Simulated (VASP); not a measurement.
# KBr (Fm-3m) in VASP: settings compared

Aim: see how the results for KBr move with the level of theory and the settings. Levels: HF, PBE+D3(BJ), BLYP, r2SCAN+D3(BJ). Tasks: single point, relaxation of cell and atoms.

Everything below comes from runs of VASP 6.6.1. Logs are shortened: lines on timing, memory, paths and dates and some standing lists are left out, and cuts for length are marked.

### Step 1. The cell of the first run

The structure is cubic, space group Fm-3m (No. 225). Conventional cell: a = 6.892 Å, b = 6.892 Å, c = 6.892 Å, α = 90.00°, β = 90.00°, γ = 90.00°. Br (site symmetry m-3m) has 6 K at 3.45 Å within 4.5 Å. K (site symmetry m-3m) has 6 Br at 3.45 Å within 4.5 Å.

### Step 2. Single point, HF

The input, POSCAR:

```
KBr
1.0
    0.0000000000      3.4461802214      3.4461802214
    3.4461802214      0.0000000000      3.4461802214
    3.4461802214      3.4461802214      0.0000000000
Br K
1 1
Direct
    0.5000000000      0.5000000000      0.5000000000
    0.0000000000      0.0000000000      0.0000000000
```

The input, INCAR.step1:

```
SYSTEM = KBr
  PREC = Accurate
  ENCUT = 520
  EDIFF = 1E-5
  ISMEAR = 0
  SIGMA = 0.1
  LREAL = .False.
  LASPH = .True.
  NELM = 60
  ALGO = Normal
  ISIF = 2
  LWAVE = .True.
  LCHARG = .False.
  GGA = PE
  NBANDS = 15
```

The input, INCAR.step2:

```
SYSTEM = KBr
  PREC = Accurate
  ENCUT = 520
  EDIFF = 1E-7
  ISMEAR = 0
  SIGMA = 0.1
  LREAL = .False.
  LASPH = .True.
  NELM = 60
  ALGO = Normal
  ISIF = 2
  LWAVE = .False.
  LCHARG = .False.
  GGA = PE
  LHFCALC = .True.
  AEXX = 1.0
  ALDAC = 0.0
  AGGAC = 0.0
  PRECFOCK = Normal
  ISTART = 1
  NBANDS = 15
```

The input, KPOINTS:

```
Automatic mesh
0
Gamma
  4 4 4
  0 0 0
```

Potentials or basis: VASP PAW PBE potentials, release 64 (Br, K_sv).

Started as:

```bash
$ cat potpaw_PBE.64/Br/POTCAR potpaw_PBE.64/K_sv/POTCAR > POTCAR
$ cp INCAR.step1 INCAR
$ mpirun -np 1 vasp_std > vasp.out
$ cp INCAR.step2 INCAR
$ mpirun -np 1 vasp_std > vasp.out
```

OUTCAR:

```text
SYSTEM = KBr
   PREC = Accurate
   ENCUT = 520
   EDIFF = 1E-7
   ISMEAR = 0
   LREAL = .False.
   LASPH = .True.
   NELM = 60
   ISIF = 2
   GGA = PE
   LHFCALC = .True.
   AEXX = 1.0
   PRECFOCK = Normal
   ISTART = 1

 ion  position               nearest neighbor table
   1  0.500  0.500  0.500-
   2  0.000  0.000  0.000-

  LATTYP: Found a face centered cubic cell.
 ALAT       =     6.8923604428

  Lattice vectors:

 A1 = (   0.0000000000,   3.4461802214,   3.4461802214)
 A2 = (   3.4461802214,   0.0000000000,   3.4461802214)
 A3 = (   3.4461802214,   3.4461802214,   0.0000000000)

Analysis of symmetry for initial positions (statically):
=====================================================================
 Subroutine PRICEL returns:
 Original cell was already a primitive cell.

 Routine SETGRP: Setting up the symmetry group for a
 face centered cubic supercell.

 Subroutine GETGRP returns: Found 48 space group operations
 (whereof 48 operations were pure point group operations)
 out of a pool of 48 trial point group operations.

The static configuration has the point symmetry O_h .

Analysis of symmetry for dynamics (positions and initial velocities):
=====================================================================
 Subroutine PRICEL returns:
 Original cell was already a primitive cell.

 Routine SETGRP: Setting up the symmetry group for a
 face centered cubic supercell.

 Subroutine GETGRP returns: Found 48 space group operations
 (whereof 48 operations were pure point group operations)
 out of a pool of 48 trial point group operations.

The dynamic configuration has the point symmetry O_h .

 Subroutine INISYM returns: Found 48 space group operations
 (whereof 48 operations are pure point group operations),
 and found     1 'primitive' translations

----------------------------------------------------------------------------------------

                                     Primitive cell

  volume of cell :      81.8548

  direct lattice vectors                    reciprocal lattice vectors
     0.000000000  3.446180221  3.446180221    -0.145088175  0.145088175  0.145088175
     3.446180221  0.000000000  3.446180221     0.145088175 -0.145088175  0.145088175
     3.446180221  3.446180221  0.000000000     0.145088175  0.145088175 -0.145088175

  length of vectors
     4.873634807  4.873634807  4.873634807     0.251300091  0.251300091  0.251300091

  position of ions in fractional coordinates (direct lattice)
     0.500000000  0.500000000  0.500000000
     0.000000000  0.000000000  0.000000000

  ion indices of the primitive-cell ions
   primitive index   ion index
                 1           1
                 2           2

----------------------------------------------------------------------------------------

 KPOINTS: Automatic mesh

Automatic generation of k-mesh.
 Grid dimensions read from file:
 generate k-points for:    4    4    4

 Generating k-lattice:

  Cartesian coordinates                     Fractional coordinates (reciprocal lattice)
    -0.036272044  0.036272044  0.036272044     0.250000000  0.000000000  0.000000000
     0.036272044 -0.036272044  0.036272044     0.000000000  0.250000000  0.000000000
     0.036272044  0.036272044 -0.036272044     0.000000000  0.000000000  0.250000000

  Length of vectors
     0.062825023  0.062825023  0.062825023

  Shift w.r.t. Gamma in fractional coordinates (k-lattice)
     0.000000000  0.000000000  0.000000000

 Subroutine IBZKPT returns following result:
 ===========================================

 Found      8 irreducible k-points:

 Following reciprocal coordinates:
            Coordinates               Weight
  0.000000  0.000000  0.000000      1.000000
  0.250000  0.000000  0.000000      8.000000
  0.500000  0.000000  0.000000      4.000000
  0.250000  0.250000  0.000000      6.000000
  0.500000  0.250000  0.000000     24.000000
 -0.250000  0.250000  0.000000     12.000000
  0.500000  0.500000  0.000000      3.000000
 -0.250000  0.500000  0.250000      6.000000
   k-points           NKPTS =      8   k-points in BZ     NKDIM =     64   number of bands    NBANDS=     15
   number of dos      NEDOS =    301   number of ions     NIONS =      2
   total plane-waves  NPLWV =  46656
   dimension x,y,z NGX =    36 NGY =   36 NGZ =   36
   dimension x,y,z NGXF=    72 NGYF=   72 NGZF=   72
   ions per type =               1   1
   NGX,Y,Z   is equivalent  to a cutoff of  12.28, 12.28, 12.28 a.u.
   NGXF,Y,Z  is equivalent  to a cutoff of  24.56, 24.56, 24.56 a.u.
 SYSTEM =  KBr
   PREC   = accura    normal or accurate (medium, high low for compatibility)
   ISTART =      1    job   : 0-new  1-cont  2-samecut
   ICHARG =      0    charge: 1-file 2-atom 10-const
   ISPIN  =      1    spin polarized calculation?
   LNONCOLLINEAR =      F non collinear calculations
   LSORBIT =      F    spin-orbit coupling
   LASPH  =      T    aspherical Exc in radial PAW
   ENCUT  =  520.0 eV  38.22 Ry    6.18 a.u.   9.06  9.06  9.06*2*pi/ulx,y,z
   NELM   =     60;   NELMIN=  2; NELMDL=  0     # of ELM steps
   EDIFF  = 0.1E-06   stopping-criterion for ELM
   LREAL  =      F    real-space projection
   EDIFFG = 0.1E-05   stopping-criterion for IOM
   NSW    =      0    number of steps for IOM
   IBRION =     -1    ionic relax: 0-MD 1-quasi-New 2-CG
   NFREE  =      0    steps in history (QN), initial steepest desc. (CG)
   ISIF   =      2    stress and relaxation
   ISYM   =      3    0-nonsym 1-usesym 2-fastsym
   POTIM  = 0.5000    time-step for ionic-motion
   TEBEG  =    0.0;   TEEND  =   0.0 temperature during run
   PSTRESS=    0.0 pullay stress
   NELECT =      16.0000    total number of electrons
   NUPDOWN=      -1.0000    fix difference up-down
   EMIN   =  10.00;   EMAX   =-10.00  energy-range for DOS
   EFERMI =   0.00;   METHOD = LEGACY
   ISMEAR =     0;   SIGMA  =   0.10  broadening in eV -4-tet -1-fermi 0-gaus
   EFERMI_NEDOS =   21; number of points for ismear=-14 and -15
   IALGO  =     38    algorithm
   IMIX   =      1    mixing-type and parameters
     AMIX     =   0.40;   BMIX     =  1.00
     AMIX_MAG =   1.60;   BMIX_MAG =  1.00
  volume/ion in A,a.u.               =      40.93       276.19
  Fermi-wavevector in a.u.,A,eV,Ry     =   0.950095  1.795418 12.281703  0.902680
  Thomas-Fermi vector in A             =   2.078439
   LORBIT       =      0    0 simple, 1 ext, 2 COOP (PROOUT), +10 PAW based schemes
   GGA     = PE    functional components
   LHFCALC =     T    Hartree Fock is set to
   PRECFOCK=normal    Normal, Fast or Accurate (Low or Medium for compatibility)
   ENCUT4O =  -1.0   cutoff for four orbital integrals eV
   NKREDX  =     1    reduce k-point grid by
   NKREDY  =     1    reduce k-point grid by
   NKREDZ  =     1    reduce k-point grid by
   AEXX    =    1.0000 exact exchange contribution
   HFSCREEN=    0.0000 screening length (either q_TF or 0.3 A-1)
   HFSCREENC=   0.0000 screening length for correlation (either q_TF or 0.3 A-1)
   ENCUTFOCK=  -1.0 apply spherical cutoff to Coloumb kernel
   IVDW    =     0    specifies the selected vdW correction
   LEPSILON=     F    determine dielectric tensor
   LRPA    =     F    only Hartree local field effects (RPA)
 non-spin polarized calculation
 Gauss-broadening in eV      SIGMA  =   0.10
  energy-cutoff  :      520.00
  volume of cell :       81.85
 maximum number of plane-waves:      2229
  NGX = 28; NGY = 28; NGZ = 28

 number of electron      15.9999998 magnetization

 Free energy of the ion-electron system (eV)
  ---------------------------------------------------
  ext. energy  EPLUGINS =         0.00000000
  ---------------------------------------------------
  free energy    TOTEN  =       -11.23863267 eV

  energy without entropy =      -11.23863267  energy(sigma->0) =      -11.23863267

 E-fermi :  -5.6962     XC(G=0):   0.0000

 val. band max:       -6.1782371372   @ k =   0.0000   0.0000   0.0000
 cond. band min:       5.4244116642   @ k =   0.0000   0.0000   0.0000
 fundamental gap:     11.6026488014
 Fermi energy:        -5.6961785363

 k-point     1 :       0.0000    0.0000    0.0000
  band No.  band energies     occupation
      1     -42.8301      2.00000
      2     -22.4199      2.00000
      3     -20.8867      2.00000
      4     -20.8867      2.00000
      5     -20.8867      2.00000
      6      -6.1782      2.00000
      7      -6.1782      2.00000
      8      -6.1782      2.00000
      9       5.4244      0.00000
     10       9.5837      0.00000
     11       9.5837      0.00000
     12       9.5837      0.00000
     13      10.9776      0.00000
     14      10.9776      0.00000
     15      12.3465      0.00000

 k-point     2 :       0.2500    0.0000    0.0000
  band No.  band energies     occupation
      1     -42.8285      2.00000
      2     -22.4719      2.00000
      3     -20.8865      2.00000
      4     -20.8865      2.00000
      5     -20.7870      2.00000
      6      -6.7926      2.00000
      7      -6.3237      2.00000
      8      -6.3237      2.00000
      9       6.6480      0.00000
     10       9.0451      0.00000
     11      10.3326      0.00000
     12      10.3326      0.00000
     13      11.6355      0.00000
     14      11.6355      0.00000
     15      14.3530      0.00000
[... 77 lines left out ...]
      3     -20.9474      2.00000
      4     -20.9113      2.00000
      5     -20.9113      2.00000
      6      -7.0558      2.00000
      7      -6.4979      2.00000
      8      -6.4979      2.00000
      9       7.3761      0.00000
     10       8.5481      0.00000
     11      10.4644      0.00000
     12      12.3317      0.00000
     13      12.3780      0.00000
     14      13.9781      0.00000
     15      13.9781      0.00000

 k-point     8 :      -0.2500    0.5000    0.2500
  band No.  band energies     occupation
      1     -42.8259      2.00000
      2     -22.3738      2.00000
      3     -20.9290      2.00000
      4     -20.9290      2.00000
      5     -20.8143      2.00000
      6      -6.7982      2.00000
      7      -6.7982      2.00000
      8      -6.6814      2.00000
      9       8.8165      0.00000
     10       8.8165      0.00000
     11       9.7394      0.00000
     12      10.8737      0.00000
     13      13.0164      0.00000
     14      14.0640      0.00000
     15      14.1958      0.00000

------------------------ aborting loop because EDIFF is reached ----------------------------------------

  FORCE on cell =-STRESS in cart. coord.  units (eV):
  Direction    XX          YY          ZZ          XY          YZ          ZX
  --------------------------------------------------------------------------------------
  -------------------------------------------------------------------------------------
  Total       -0.0741677     -0.0741677     -0.0741677     -0.0000000     -0.0000000      0.0000000
  in kB       -1.4517159     -1.4517159     -1.4517159     -0.0000000     -0.0000000      0.0000000
  external PRESSURE =      -1.4517159 kB  Pullay stress =       0.0000000 kB

 VOLUME and BASIS-vectors are now :
 -----------------------------------------------------------------------------
  energy-cutoff  :      520.00
  volume of cell :       81.85
      direct lattice vectors                 reciprocal lattice vectors
     0.000000000  3.446180221  3.446180221    -0.145088175  0.145088175  0.145088175
     3.446180221  0.000000000  3.446180221     0.145088175 -0.145088175  0.145088175
     3.446180221  3.446180221  0.000000000     0.145088175  0.145088175 -0.145088175

 POSITION                                       TOTAL-FORCE (eV/Angst)
 -----------------------------------------------------------------------------------
      3.44618      3.44618      3.44618        -0.000000      0.000000     -0.000000
      0.00000      0.00000      0.00000         0.000000     -0.000000      0.000000
 -----------------------------------------------------------------------------------
    total drift:                               -0.000000     -0.000000     -0.000000

  FREE ENERGIE OF THE ION-ELECTRON SYSTEM (eV)
  ---------------------------------------------------
  free  energy   TOTEN  =       -11.2386326712 eV

  energy  without entropy=      -11.2386326712  energy(sigma->0) =      -11.23863267
```

It took 16 min on 1 thread of Intel Xeon Platinum 8259CL at 2.50GHz (Skylake/Cascade Lake), shared host; peak memory 0.22 GiB.

Results:

```
Free energy            : -11.2386 eV
Pressure               : -0.1 GPa
Band gap on the k mesh : 11.60 eV
```

Levels at points of the mesh, in eV from the valence-band top:
```tsv
k point	band 4	band 5	band 6	band 7	band 8	band 9	band 10	band 11	band 12	band 13
(0.00, 0.00, 0.00)	-14.71	-14.71	0.00	0.00	0.00	11.60	15.76	15.76	15.76	17.16
(0.50, 0.00, 0.00)	-14.71	-14.51	-1.15	-0.29	-0.29	13.77	15.81	17.71	17.71	18.56
(0.50, 0.50, 0.00)	-14.73	-14.73	-0.88	-0.32	-0.32	13.55	14.73	16.64	18.51	18.56
```

Caveat: the PAW data sets were made with another functional, which shifts forces and pressure a little.

### Step 3. Relaxation of cell and atoms, HF

This run uses another cell than the first one, of 35.94 Å³/atom.

The input, POSCAR:

```
KBr
1.0
    0.0000000000      3.3000000000      3.3000000000
    3.3000000000      0.0000000000      3.3000000000
    3.3000000000      3.3000000000      0.0000000000
Br K
1 1
Direct
    0.5000000000      0.5000000000      0.5000000000
    0.0000000000      0.0000000000      0.0000000000
```

The input, INCAR.step1:

```
SYSTEM = KBr
ALGO = Normal ; EDIFF = 1E-5
ENCUT = 600 ; GGA = PE
ISMEAR = 0 ; LASPH = .TRUE.
LCHARG = .FALSE. ; LREAL = .FALSE.
LWAVE = .TRUE. ; NBANDS = 15
NELM = 80 ; PREC = Accurate
SIGMA = 0.1
```

The input, INCAR.step2:

```
SYSTEM = KBr
AEXX = 1.0 ; AGGAC = 0.0
ALDAC = 0.0 ; ALGO = Normal
EDIFF = 1E-7 ; EDIFFG = -0.01
ENCUT = 600 ; GGA = PE
IBRION = 2 ; ISIF = 3
ISMEAR = 0 ; ISTART = 1
LASPH = .TRUE. ; LCHARG = .FALSE.
LHFCALC = .TRUE. ; LREAL = .FALSE.
LWAVE = .FALSE. ; NELM = 80
NSW = 60 ; PREC = Accurate
PRECFOCK = Normal ; SIGMA = 0.1
```

The input, KPOINTS:

```
k-points
0
G
  4 4 4
  0 0 0
```

Potentials or basis: VASP PAW PBE potentials, release 64 (Br, K_sv).

Started as:

```bash
$ cat potpaw_PBE.64/Br/POTCAR potpaw_PBE.64/K_sv/POTCAR > POTCAR
$ cp INCAR.step1 INCAR
$ mpirun -np 1 vasp_std > vasp.out
$ cp INCAR.step2 INCAR
$ mpirun -np 1 vasp_std > vasp.out
```

Wall time 64 min (1 thread of Intel Xeon Platinum 8259CL at 2.50GHz (Skylake/Cascade Lake), shared host); peak memory 0.27 GiB.

It converged, with:

- Free energy: -11.2397 eV
- Relaxed volume: 40.48 Å³/atom
- Relaxed cell: a = 4.856 Å, b = 4.856 Å, c = 4.856 Å, α = 60.00°, β = 60.00°, γ = 60.00°
- Space group after relaxing (to 0.1 Å): Fm-3m (No. 225)
- Energy gained by relaxing: 25.2 meV/atom
- Ionic steps: 4
- Pressure after relaxing: 0.0 GPa
- Band gap on the k mesh: 11.64 eV

The path:
```tsv
step	energy change (eV)	largest force (eV/Å)	pressure (GPa)	volume (Å³)
1	0.0000	0.0000	2.00	71.87
2	-0.0404	0.0000	0.78	76.64
3	-0.0502	0.0000	-0.11	81.63
4	-0.0504	0.0000	-0.01	80.96
```

Final structure:
```yaml
crystal:
  lattice:
    - [0.00000, 3.43361, 3.43361]
    - [3.43361, 0.00000, 3.43361]
    - [3.43361, 3.43361, 0.00000]
  atoms:
    - { symbol: Br, position: [0.50000, 0.50000, 0.50000] }
    - { symbol: K, position: [0.00000, 0.00000, 0.00000] }
```

Levels at points of the mesh, in eV from the valence-band top:
```tsv
k point	band 6	band 7	band 8	band 9	band 10	band 11
(0.00, 0.00, 0.00)	0.00	0.00	0.00	11.64	15.78	15.78
(0.50, 0.00, 0.00)	-1.17	-0.29	-0.29	13.80	15.88	17.79
(0.50, 0.50, 0.00)	-0.89	-0.32	-0.32	13.56	14.78	16.72
```

Caveat: the PAW data sets were made with another functional, which shifts forces and pressure a little. Zero-point motion and thermal expansion aren't in these numbers.

### Step 4. Single point, PBE+D3(BJ)

This run uses another cell than the first one, of 38.09 Å³/atom.

The input, INCAR:

```
SYSTEM = KBr
PREC = Accurate ; ENCUT = 520
EDIFF = 1E-6 ; ISMEAR = -1
SIGMA = 0.05 ; LREAL = .FALSE.
LASPH = .TRUE. ; NELM = 100
ALGO = Normal ; ISIF = 2
LWAVE = .FALSE. ; LCHARG = .FALSE.
GGA = PE ; IVDW = 12
NBANDS = 15
```

The input, KPOINTS:

```
regular mesh
0
G
  7 7 7
  0 0 0
```

The input, POSCAR:

```
KBr
1.0
    0.0000000000      3.3647223140      3.3647223140
    3.3647223140      0.0000000000      3.3647223140
    3.3647223140      3.3647223140      0.0000000000
Br K
1 1
Direct
    0.5000000000      0.5000000000      0.5000000000
    0.0000000000      0.0000000000      0.0000000000
```

Started as:

```bash
$ cat potpaw_PBE.64/Br/POTCAR potpaw_PBE.64/K_sv/POTCAR > POTCAR
$ mpirun -np 1 vasp_std > vasp.out
```

Run time: 11 s. Hardware: 1 thread of Intel Xeon 6975P-C (Granite Rapids), shared host; peak memory 0.21 GiB.

The run converged. Its results:

```
Free energy                : -6.6126 eV
Pressure                   : -1.0 GPa
Band gap on the k mesh     : 4.28 eV
Dispersion energy per atom : -0.195 eV
```

Levels at points of the mesh, in eV from the valence-band top:
```
           k point  band 5  band 6  band 7  band 8  band 9  band 10  band 11  band 12
(0.00, 0.00, 0.00)  -11.38    0.00    0.00    0.00    4.28     7.59     7.59     7.59
```

Caveat: an odd mesh through Γ misses points on the zone boundary, where band edges can lie.

### Step 5. Single point, BLYP

This run uses another cell than the first one, of 38.09 Å³/atom.

The input, INCAR:

```
PREC = Accurate
ENCUT = 520
EDIFF = 1E-7
ISMEAR = -1
SIGMA = 0.05
LREAL = False
LASPH = True
NELM = 80
ALGO = Normal
ISIF = 2
LWAVE = False
LCHARG = False
GGA = B5
ALDAX = 1.0
AGGAX = 1.0
AGGAC = 1.0
ALDAC = 0.0
NBANDS = 15
```

The input, KPOINTS:

```
regular mesh
0
Gamma
  7 7 7
```

POSCAR is that of step 4.

Started as:

```bash
$ cat potpaw_PBE.64/Br/POTCAR potpaw_PBE.64/K_sv/POTCAR > POTCAR
$ mpirun -np 1 vasp_std > vasp.out
```

Wall time 20 s (1 thread of Intel Xeon 6975P-C (Granite Rapids), shared host); peak memory 0.21 GiB.

The run converged. Its results:

```
Free energy            : -5.8285 eV
Pressure               : 0.5 GPa
Band gap on the k mesh : 4.29 eV
```

Levels at points of the mesh, in eV from the valence-band top:
| k point | band 4 | band 5 | band 6 | band 7 | band 8 | band 9 | band 10 | band 11 | band 12 | band 13 |
| --- | --- | --- | --- | --- | --- | --- | --- | --- | --- | --- |
| (0.00, 0.00, 0.00) | -11.47 | -11.47 | 0.00 | 0.00 | 0.00 | 4.29 | 7.51 | 7.51 | 7.51 | 8.28 |

Caveat: the PAW data sets were made with another functional, which shifts forces and pressure a little; an odd mesh through Γ misses points on the zone boundary, where band edges can lie.

(Part 1 of 2 ends here.)
